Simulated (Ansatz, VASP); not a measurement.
## One calculation of TiMoSe4, two programs

File INCAR:

```
PREC = Accurate
ENCUT = 600
EDIFF = 1E-7
ISMEAR = 0
SIGMA = 0.15
LREAL = F
LASPH = T
NELM = 150
ALGO = Normal
ISIF = 3
LWAVE = F
LCHARG = F
ISPIN = 2
MAGMOM = 1 1 0 0 0 0
LORBIT = 11
LMAXMIX = 4
GGA = PE
IBRION = 2
NSW = 36
EDIFFG = -0.08
```

Contents of KPOINTS:

```
Automatic mesh
0
Gamma
  3 3 3
```

File POSCAR:

```
TiMoSe4
1.0
    0.0000000000      4.0944979800      4.0944979800
    4.0944979800      0.0000000000      4.0944979800
    4.0944979800      4.0944979800      0.0000000000
Ti Mo Se
1 1 4
Direct
    0.0000000000      0.0000000000      0.0000000000
    0.7500000000      0.7500000000      0.7500000000
    0.8728322400      0.3757225900      0.3757225900
    0.3757225900      0.3757225900      0.3757225900
    0.3757225900      0.8728322400      0.3757225900
    0.3757225900      0.3757225900      0.8728322400
```

Input for Ansatz:

```yaml
crystal:
  lattice:
    - [0.0, 4.09449798, 4.09449798]
    - [4.09449798, 0.0, 4.09449798]
    - [4.09449798, 4.09449798, 0.0]
  atoms:
    - { symbol: Ti, position: [0.0, 0.0, 0.0], spin: 1.0 }
    - { symbol: Mo, position: [0.75, 0.75, 0.75], spin: 1.0 }
    - { symbol: Se, position: [0.87283224, 0.37572259, 0.37572259] }
    - { symbol: Se, position: [0.37572259, 0.37572259, 0.37572259] }
    - { symbol: Se, position: [0.37572259, 0.87283224, 0.37572259] }
    - { symbol: Se, position: [0.37572259, 0.37572259, 0.87283224] }
basis:
  ecutwfc: 420
kpoints:
  mp_grid: { grid: [3, 3, 3] }
hamiltonian:
  xc: pbe
scf:
  occupations: { method: gaussian, width: 0.15 }
  lower_state_search: "off"
output:
  forces: true
  stress: true
  eigenvalues: true
  populations: true
magnetization:
  spin_polarized: true
relax:
  adjacent_minimum: "off"
  f_tol: 0.08
  max_steps: 16
  cell: { stress_tol: 0.8 }
```

Change from the starting cell: species swapped into the LaInPt4 type (F-43m, No. 216).

Alike in both runs: task relaxation of cell and atoms; functional PBE; k mesh 3 × 3 × 3; occupations gaussian, width 0.15 eV; collinear spin.

|  | VASP | Ansatz |
| --- | --- | --- |
| version | VASP 6.6.1 | Ansatz 0.2.0 |
| potentials or method | VASP PAW PBE potentials, release 64 (Ti_sv, Mo_sv, Se), cutoff 600 eV | scalar-relativistic, plane waves, PAW |
| valence electrons in the cell | 50 | 90 |

```csv
,VASP,Ansatz,Ansatz less VASP
"gap on the k mesh at the Fermi level, each at its own relaxed structure (eV)",none,none,-
net moment per atom (μB),0.17,0.17,-0.001
size of the moment on the site where the two differ most (μB),0.71,0.77,+0.055
relaxed volume (Å³/atom),19.65,19.64,-0.007
relaxed cell length with the largest relative difference (Å),5.504,5.503,-0.0006
```

Site moments also hang on the region over which each program counts them. A gap of «none» marks a metal or a gap that the smearing closes. VASP's potentials hold 50 valence electrons a cell and Ansatz's 90, so a difference there can come from the potentials and not from the codes. Ansatz's warnings: seeded moment not kept.

The k mesh is coarse, so the values compare programs but aren't converged.
